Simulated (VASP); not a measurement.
# GaSb3 in VASP: a series of runs

The runs below take GaSb3 through single point, with PBEsol.

Everything below comes from runs of VASP 6.6.1. Logs are shortened: lines on timing, memory, paths and dates and some standing lists are left out, and cuts for length are marked.

### Step 1. The cell of the first run

The structure is tetragonal, space group I4/mmm (No. 139). The conventional cell has a = 5.157 Å, b = 5.157 Å, c = 7.561 Å, α = 90.00°, β = 90.00°, γ = 90.00°. Within 4.2 Å of Ga (site symmetry 4/mmm) lie 14 Sb at 3.20 to 3.78 Å. Within 4.2 Å of Sb (site symmetry -4m2) lie 4 Ga at 3.20 Å and 10 Sb at 3.20 to 3.78 Å. Within 4.2 Å of Sb (site symmetry 4/mmm) lie 8 Sb at 3.20 Å and 6 Ga at 3.65 to 3.78 Å.

### Step 2. Single point, PBEsol (engineering shear strain xz +0.0000, normal strain along z +0.0367)

Input file INCAR:

```
ALGO = Normal
EDIFF = 1E-7
ENCUT = 520
GGA = PS
ISIF = 2
ISMEAR = 0
LASPH = T
LCHARG = T
LELF = T
LREAL = F
LVHAR = T
LWAVE = F
NBANDS = 22
NELM = 60
PREC = Accurate
SIGMA = 0.15
```

Input file KPOINTS:

```
k-points
0
Gamma
  10 10 10
```

Input file POSCAR:

```
GaSb3
1.0
    0.0000000000      3.6466703981      3.7805032017
    3.6466703981      0.0000000000      3.7805032017
    3.6466703981      3.6466703981      0.0000000000
Ga Sb
1 3
Direct
    0.0000000000      0.0000000000      0.0000000000
    0.2500000000      0.2500000000      0.2500000000
    0.7500000000      0.7500000000      0.7500000000
    0.5000000000      0.5000000000      0.5000000000
```

Potentials or basis: VASP PAW PBE potentials, release 64 (Ga_d, Sb).

The run is started by

```console
cat potpaw_PBE.64/Ga_d/POTCAR potpaw_PBE.64/Sb/POTCAR > POTCAR
mpirun -np 1 vasp_std > vasp.out
```

OUTCAR:

```text
EDIFF = 1E-7
   ENCUT = 520
   GGA = PS
   ISIF = 2
   ISMEAR = 0
   LASPH = T
   LREAL = F
   NELM = 60
   PREC = Accurate

 ion  position               nearest neighbor table
   1  0.000  0.000  0.000-   3 3.20   3 3.20   3 3.20   2 3.20   3 3.20   2 3.20   2 3.20   2 3.20

   2  0.250  0.250  0.250-   1 3.20   1 3.20   1 3.20   1 3.20   4 3.20   4 3.20   4 3.20   4 3.20
                             3 3.65   3 3.65   3 3.65   3 3.65   3 3.78   3 3.78
   3  0.750  0.750  0.750-   4 3.20   4 3.20   4 3.20   1 3.20   4 3.20   1 3.20   1 3.20   1 3.20
                             2 3.65   2 3.65   2 3.65   2 3.65   2 3.78   2 3.78
   4  0.500  0.500  0.500-   2 3.20   2 3.20   2 3.20   2 3.20   3 3.20   3 3.20   3 3.20   3 3.20

  LATTYP: Found a body centered tetragonal cell.
 ALAT       =     5.1571707345
 C/A-ratio  =     1.4661152001

  Lattice vectors:

 A1 = (  -3.6466703981,   0.0000000000,   3.7805032017)
 A2 = (   3.6466703981,   0.0000000000,   3.7805032017)
 A3 = (   0.0000000000,   3.6466703981,  -3.7805032017)

Analysis of symmetry for initial positions (statically):
=====================================================================
 Subroutine PRICEL returns:
 Original cell was already a primitive cell.

 Routine SETGRP: Setting up the symmetry group for a
 body centered tetragonal supercell.

 Subroutine GETGRP returns: Found 16 space group operations
 (whereof 16 operations were pure point group operations)
 out of a pool of 16 trial point group operations.

The static configuration has the point symmetry D_4h.

Analysis of symmetry for dynamics (positions and initial velocities):
=====================================================================
 Subroutine PRICEL returns:
 Original cell was already a primitive cell.

 Routine SETGRP: Setting up the symmetry group for a
 body centered tetragonal supercell.

 Subroutine GETGRP returns: Found 16 space group operations
 (whereof 16 operations were pure point group operations)
 out of a pool of 16 trial point group operations.

The dynamic configuration has the point symmetry D_4h.

 Subroutine INISYM returns: Found 16 space group operations
 (whereof 16 operations are pure point group operations),
 and found     1 'primitive' translations

----------------------------------------------------------------------------------------

                                     Primitive cell

  volume of cell :     100.5478

  direct lattice vectors                    reciprocal lattice vectors
     0.000000000  3.646670398  3.780503202    -0.137111377  0.137111377  0.132257526
     3.646670398  0.000000000  3.780503202     0.137111377 -0.137111377  0.132257526
     3.646670398  3.646670398  0.000000000     0.137111377  0.137111377 -0.132257526

  length of vectors
     5.252657370  5.252657370  5.157170734     0.234714960  0.234714960  0.234714960

  position of ions in fractional coordinates (direct lattice)
     0.000000000  0.000000000  0.000000000
     0.250000000  0.250000000  0.250000000
     0.750000000  0.750000000  0.750000000
     0.500000000  0.500000000  0.500000000

  ion indices of the primitive-cell ions
   primitive index   ion index
                 1           1
                 2           2
                 3           3
                 4           4

----------------------------------------------------------------------------------------

 KPOINTS: k-points

Automatic generation of k-mesh.
 Grid dimensions read from file:
 generate k-points for:   10   10   10

 Generating k-lattice:

  Cartesian coordinates                     Fractional coordinates (reciprocal lattice)
    -0.013711138  0.013711138  0.013225753     0.100000000 -0.000000000  0.000000000
     0.013711138 -0.013711138  0.013225753    -0.000000000  0.100000000  0.000000000
     0.013711138  0.013711138 -0.013225753     0.000000000  0.000000000  0.100000000

  Length of vectors
     0.023471496  0.023471496  0.023471496

  Shift w.r.t. Gamma in fractional coordinates (k-lattice)
     0.000000000  0.000000000  0.000000000

 Subroutine IBZKPT returns following result:
 ===========================================

 Found    102 irreducible k-points:

 Following reciprocal coordinates:
            Coordinates               Weight
  0.000000  0.000000  0.000000      1.000000
  0.100000 -0.000000  0.000000      8.000000
  0.200000 -0.000000  0.000000      8.000000
  0.300000 -0.000000  0.000000      8.000000
  0.400000 -0.000000  0.000000      8.000000
  0.500000  0.000000  0.000000      4.000000
[... 16 lines left out ...]
  0.300000  0.300000  0.000000      2.000000
  0.400000  0.300000  0.000000      8.000000
 [... further k-points ...]
   k-points           NKPTS =    102   k-points in BZ     NKDIM =    102   number of bands    NBANDS=     22
   number of dos      NEDOS =    301   number of ions     NIONS =      4
   total plane-waves  NPLWV =  64000
   dimension x,y,z NGX =    40 NGY =   40 NGZ =   40
   dimension x,y,z NGXF=    80 NGYF=   80 NGZF=   80
   ions per type =               1   3
   NGX,Y,Z   is equivalent  to a cutoff of  12.66, 12.66, 12.89 a.u.
   NGXF,Y,Z  is equivalent  to a cutoff of  25.32, 25.32, 25.79 a.u.
 SYSTEM =  unknown system
   PREC   = accura    normal or accurate (medium, high low for compatibility)
   ISTART =      0    job   : 0-new  1-cont  2-samecut
   ICHARG =      2    charge: 1-file 2-atom 10-const
   ISPIN  =      1    spin polarized calculation?
   LNONCOLLINEAR =      F non collinear calculations
   LSORBIT =      F    spin-orbit coupling
   LASPH  =      T    aspherical Exc in radial PAW
   ENCUT  =  520.0 eV  38.22 Ry    6.18 a.u.   9.77  9.77  9.59*2*pi/ulx,y,z
   NELM   =     60;   NELMIN=  2; NELMDL= -5     # of ELM steps
   EDIFF  = 0.1E-06   stopping-criterion for ELM
   LREAL  =      F    real-space projection
   EDIFFG = 0.1E-05   stopping-criterion for IOM
   NSW    =      0    number of steps for IOM
   IBRION =     -1    ionic relax: 0-MD 1-quasi-New 2-CG
   NFREE  =      0    steps in history (QN), initial steepest desc. (CG)
   ISIF   =      2    stress and relaxation
   ISYM   =      2    0-nonsym 1-usesym 2-fastsym
   POTIM  = 0.5000    time-step for ionic-motion
   TEBEG  =    0.0;   TEEND  =   0.0 temperature during run
   PSTRESS=    0.0 pullay stress
   NELECT =      28.0000    total number of electrons
   NUPDOWN=      -1.0000    fix difference up-down
   EMIN   =  10.00;   EMAX   =-10.00  energy-range for DOS
   EFERMI =   0.00;   METHOD = LEGACY
   ISMEAR =     0;   SIGMA  =   0.15  broadening in eV -4-tet -1-fermi 0-gaus
   EFERMI_NEDOS =   21; number of points for ismear=-14 and -15
   IALGO  =     38    algorithm
   IMIX   =      4    mixing-type and parameters
     AMIX     =   0.40;   BMIX     =  1.00
     AMIX_MAG =   1.60;   BMIX_MAG =  1.00
  volume/ion in A,a.u.               =      25.14       169.63
  Fermi-wavevector in a.u.,A,eV,Ry     =   1.069063  2.020236 15.550040  1.142896
  Thomas-Fermi vector in A             =   2.204731
   LORBIT       =      0    0 simple, 1 ext, 2 COOP (PROOUT), +10 PAW based schemes
   GGA     = PS    functional components
   LHFCALC =     F    Hartree Fock is set to
   AEXX    =    0.0000 exact exchange contribution
   IVDW    =     0    specifies the selected vdW correction
   LEPSILON=     F    determine dielectric tensor
   LRPA    =     F    only Hartree local field effects (RPA)
 non-spin polarized calculation
 Gauss-broadening in eV      SIGMA  =   0.15
  energy-cutoff  :      520.00
  volume of cell :      100.55
 maximum number of plane-waves:      2736
   NGX = 19   NGY = 19   NGZ = 19

 number of electron      28.0000006 magnetization

 Free energy of the ion-electron system (eV)
  ---------------------------------------------------
  ext. energy  EPLUGINS =         0.00000000
  ---------------------------------------------------
  free energy    TOTEN  =       -16.37370637 eV

  energy without entropy =      -16.34736415  energy(sigma->0) =      -16.36053526

 E-fermi :   7.6749     XC(G=0): -10.4418

 val. band max:        7.6728950025   @ k =  -0.1000   0.5000   0.4000
 cond. band min:       7.6909489945   @ k =   0.2000  -0.0000   0.0000
 fundamental gap:      0.0180539920
 Fermi energy:         7.6748528376

 k-point     1 :       0.0000    0.0000    0.0000
  band No.  band energies     occupation
      1      -7.0593      2.00000
      2      -7.0570      2.00000
      3      -7.0570      2.00000
      4      -7.0454      2.00000
      5      -7.0413      2.00000
      6      -4.9926      2.00000
[... 14 lines left out ...]
     21      14.5728      0.00000
     22      14.7341      0.00000

 k-point     2 :       0.1000   -0.0000    0.0000
  band No.  band energies     occupation
      1      -7.0593      2.00000
      2      -7.0572      2.00000
      3      -7.0567      2.00000
      4      -7.0456      2.00000
      5      -7.0413      2.00000
      6      -4.9131      2.00000
[... 14 lines left out ...]
     21      13.9350      0.00000
     22      14.5025      0.00000

 k-point     3 :       0.2000   -0.0000    0.0000
  band No.  band energies     occupation
      1      -7.0601      2.00000
      2      -7.0573      2.00000
      3      -7.0561      2.00000
      4      -7.0458      2.00000
      5      -7.0414      2.00000
      6      -4.6762      2.00000
[... 14 lines left out ...]
     21      12.5198      0.00000
     22      13.7963      0.00000

 k-point     4 :       0.3000   -0.0000    0.0000
  band No.  band energies     occupation
      1      -7.0620      2.00000
      2      -7.0567      2.00000
      3      -7.0554      2.00000
      4      -7.0460      2.00000
      5      -7.0415      2.00000
      6      -4.2890      2.00000
[... 14 lines left out ...]
     21      12.9093      0.00000
     22      13.4510      0.00000

 k-point     5 :       0.4000   -0.0000    0.0000
  band No.  band energies     occupation
      1      -7.0637      2.00000
      2      -7.0563      2.00000
      3      -7.0549      2.00000
      4      -7.0462      2.00000
      5      -7.0415      2.00000
      6      -3.7813      2.00000
[... 14 lines left out ...]
     21      12.5565      0.00000
     22      14.8415      0.00000

 k-point     6 :       0.5000    0.0000    0.0000
  band No.  band energies     occupation
      1      -7.0644      2.00000
      2      -7.0561      2.00000
      3      -7.0547      2.00000
      4      -7.0462      2.00000
      5      -7.0415      2.00000
      6      -3.3978      2.00000
[... 14 lines left out ...]
     21      13.1305      0.00000
     22      16.2077      0.00000

 k-point     7 :       0.1000    0.1000    0.0000
  band No.  band energies     occupation
      1      -7.0601      2.00000
      2      -7.0565      2.00000
      3      -7.0565      2.00000
      4      -7.0454      2.00000
      5      -7.0416      2.00000
      6      -4.8917      2.00000
[... 324 lines left out ...]
      6      -3.1669      2.00000
[... 14 lines left out ...]
     21      12.8489      0.00000
     22      15.9760      0.00000

 k-point    21 :      -0.3000    0.2000    0.0000
  band No.  band energies     occupation
      1      -7.0614      2.00000
      2      -7.0586      2.00000
      3      -7.0542      2.00000
      4      -7.0466      2.00000
      5      -7.0421      2.00000
      6      -3.6597      2.00000
[... 14 lines left out ...]
     21      12.9840      0.00000
     22      14.9999      0.00000

 k-point    22 :      -0.2000    0.2000    0.0000
  band No.  band energies     occupation
      1      -7.0606      2.00000
      2      -7.0583      2.00000
      3      -7.0550      2.00000
      4      -7.0466      2.00000
      5      -7.0416      2.00000
      6      -4.1384      2.00000
[... 14 lines left out ...]
     21      13.6411      0.00000
     22      13.7087      0.00000

 k-point    23 :       0.3000    0.3000    0.0000
  band No.  band energies     occupation
      1      -7.0653      2.00000
      2      -7.0537      2.00000
      3      -7.0537      2.00000
      4      -7.0448      2.00000
      5      -7.0443      2.00000
      6      -4.0936      2.00000
[... 14 lines left out ...]
     21      11.9907      0.00000
     22      12.0778      0.00000

 k-point    24 :       0.4000    0.3000    0.0000
  band No.  band energies     occupation
      1      -7.0661      2.00000
      2      -7.0536      2.00000
      3      -7.0530      2.00000
      4      -7.0449      2.00000
      5      -7.0449      2.00000
      6      -3.7261      2.00000
[... 14 lines left out ...]
     21      12.1945      0.00000
     22      12.7137      0.00000

 [... further k-points ...]

------------------------ aborting loop because EDIFF is reached ----------------------------------------

  FORCE on cell =-STRESS in cart. coord.  units (eV):
  Direction    XX          YY          ZZ          XY          YZ          ZX
  --------------------------------------------------------------------------------------
  -------------------------------------------------------------------------------------
  Total       -0.9890157     -0.9890157     -1.7787546      0.0000000      0.0000000      0.0000000
  in kB      -15.7594536    -15.7594536    -28.3435328      0.0000000      0.0000000      0.0000000
  external PRESSURE =     -19.9541467 kB  Pullay stress =       0.0000000 kB

 VOLUME and BASIS-vectors are now :
 -----------------------------------------------------------------------------
  energy-cutoff  :      520.00
  volume of cell :      100.55
      direct lattice vectors                 reciprocal lattice vectors
     0.000000000  3.646670398  3.780503202    -0.137111377  0.137111377  0.132257526
     3.646670398  0.000000000  3.780503202     0.137111377 -0.137111377  0.132257526
     3.646670398  3.646670398  0.000000000     0.137111377  0.137111377 -0.132257526

 POSITION                                       TOTAL-FORCE (eV/Angst)
 -----------------------------------------------------------------------------------
      0.00000      0.00000      0.00000        -0.000000     -0.000000      0.000000
      1.82334      1.82334      1.89025         0.000000      0.000000     -0.000000
      5.47001      5.47001      5.67075        -0.000000     -0.000000      0.000000
      3.64667      3.64667      3.78050        -0.000000     -0.000000      0.000000
 -----------------------------------------------------------------------------------
    total drift:                               -0.000000      0.000000      0.000000

  FREE ENERGIE OF THE ION-ELECTRON SYSTEM (eV)
  ---------------------------------------------------
  free  energy   TOTEN  =       -16.3737063679 eV

  energy  without entropy=      -16.3473641523  energy(sigma->0) =      -16.36053526
```

It took 4.4 min on 1 thread of AMD EPYC 7R43 (Zen 3), shared host; peak memory 0.34 GiB.

What came out:

| Item | Value |
| --- | --- |
| Free energy | -16.3737 eV |
| Pressure | -2.0 GPa |
| Band gap on the k mesh | zero (bands 14 and 15 overlap by 4.06 eV) |

Stress tensor (GPa, compression positive):
```
-1.58  0.00  0.00
 0.00 -1.58  0.00
 0.00  0.00 -2.83
```

Caveat: the cell differs from its parent crystal (engineering shear strain xz +0.0000, normal strain along z +0.0367); the PAW data sets were made with another functional, which shifts forces and pressure a little; spin-orbit coupling is left out, which moves the levels of the heavy elements.

### Step 3. Single point, PBEsol (engineering shear strain xz -0.0267, normal strain along z +0.0000)

Input file INCAR:

```
PREC = Accurate
ENCUT = 520
EDIFF = 1E-7
ISMEAR = 0
SIGMA = 0.15
LREAL = F
LASPH = T
NELM = 60
ALGO = Normal
ISIF = 2
LWAVE = F
LCHARG = F
GGA = PS
NBANDS = 22
```

Input file KPOINTS:

```
regular mesh
0
Gamma
  10 10 10
```

Input file POSCAR:

```
GaSb3
1.0
   -0.0486830498      3.6466703981      3.6466703981
    3.5979873483      0.0000000000      3.5979873483
    3.6466703981      3.6466703981     -0.0486830498
Ga Sb
1 3
Direct
    0.0000000000      0.0000000000      0.0000000000
    0.2500000000      0.2500000000      0.2500000000
    0.7500000000      0.7500000000      0.7500000000
    0.5000000000      0.5000000000      0.5000000000
```

Potentials or basis: VASP PAW PBE potentials, release 64 (Ga_d, Sb).

The run is started by

```console
cat potpaw_PBE.64/Ga_d/POTCAR potpaw_PBE.64/Sb/POTCAR > POTCAR
mpirun -np 1 vasp_std > vasp.out
```

It took 6.6 min on 1 thread of AMD EPYC 7R43 (Zen 3), shared host; peak memory 0.45 GiB.

It converged, with:

```
Free energy            : -16.3973 eV
Pressure               : 0.1 GPa
Largest force          : 0.056 eV/Å
Band gap on the k mesh : zero (bands 14 and 15 overlap by 4.02 eV)
```

Forces in eV/Å, atoms in the order of the input:
```
Ga   0.000  0.000  0.000
Sb   0.000 -0.056  0.000
Sb   0.000  0.056  0.000
Sb   0.000  0.000  0.000
```

Stress tensor (GPa, compression positive):
```
0.11 0.00 1.18
0.00 0.18 0.00
1.18 0.00 0.11
```

Levels at points of the mesh, in eV from the Fermi level:
```
           k point  band 12  band 13  band 14  band 15  band 16  band 17
(0.00, 0.00, 0.00)    -2.65    -2.57    -2.54    -2.54    -0.83    -0.79
(0.50, 0.00, 0.00)    -2.80    -2.78    -0.19     0.14     2.06     2.25
(0.00, 0.50, 0.00)    -2.85    -2.84    -0.24     0.11     2.14     2.38
(0.50, 0.50, 0.00)     0.87     1.04     1.18     1.40     2.01     2.06
(0.50, 0.00, 0.50)     0.90     1.08     1.27     1.27     1.95     2.12
```

Caveat: the cell differs from its parent crystal (engineering shear strain xz -0.0267, normal strain along z +0.0000); the PAW data sets were made with another functional, which shifts forces and pressure a little; spin-orbit coupling is left out, which moves the levels of the heavy elements.
